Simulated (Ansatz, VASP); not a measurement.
# MoH3 in VASP and in Ansatz

File INCAR:

```
SYSTEM = MoH3
ALGO = Normal
EDIFF = 1E-7
EDIFFG = -0.01
ENCUT = 600
GGA = PE
IBRION = 2
ISIF = 3
ISMEAR = 0
LASPH = .True.
LCHARG = .False.
LREAL = .False.
LWAVE = .False.
NELM = 60
NSW = 100
PREC = Accurate
SIGMA = 0.1
```

File KPOINTS:

```
k-points
0
Gamma
  18 18 12
  0 0 0
```

The input POSCAR:

```
MoH3
1.0
    2.9409737648      0.0000000000      0.0000000000
   -1.4704868824      2.5469579922      0.0000000000
    0.0000000000      0.0000000000      3.7722474091
H Mo
3 1
Direct
    0.3333333333      0.6666666667      0.7791658215
    0.6666666667      0.3333333333      0.2208341785
    0.0000000000      0.0000000000      0.5000000000
    0.0000000000      0.0000000000      0.0000000000
```

Input for Ansatz:

```yaml
crystal:
  lattice:
    - [2.9409737648, 0.0, 0.0]
    - [-1.4704868824, 2.5469579922, 0.0]
    - [0.0, 0.0, 3.7722474091]
  atoms:
    - { symbol: H, position: [0.3333333333, 0.6666666667, 0.7791658215] }
    - { symbol: H, position: [0.6666666667, 0.3333333333, 0.2208341785] }
    - { symbol: H, position: [0.0, 0.0, 0.5] }
    - { symbol: Mo, position: [0.0, 0.0, 0.0] }
basis:
  ecutwfc: 420
kpoints:
  mp_grid: { grid: [18, 18, 12] }
hamiltonian:
  xc: pbe
scf:
  occupations: { method: gaussian, width: 0.1 }
output:
  forces: true
  stress: true
  eigenvalues: true
relax:
  adjacent_minimum: "off"
  f_tol: 0.01
  max_steps: 80
  cell: { stress_tol: 0.05 }
```

Alike in both runs: task relaxation of cell and atoms; functional PBE; k mesh 18 × 18 × 12; occupations gaussian, width 0.1 eV; no spin polarisation.

```csv
,VASP,Ansatz
version,VASP 6.6.1,Ansatz 0.2.0
potentials or method,"VASP PAW PBE potentials, release 64 (H, Mo_sv), cutoff 600 eV","scalar-relativistic, plane waves, PAW"
valence electrons in the cell,17,17
```

```csv
,VASP,Ansatz,Ansatz less VASP
"gap on the k mesh at the Fermi level, each at its own relaxed structure (eV)",none,none,-
relaxed volume (Å³/atom),7.00,7.00,-0.001
relaxed length of the cell vector where the two differ most in proportion (Å),3.786,3.785,-0.0014
```

A gap of «none» marks a metal or a gap that the smearing closes.
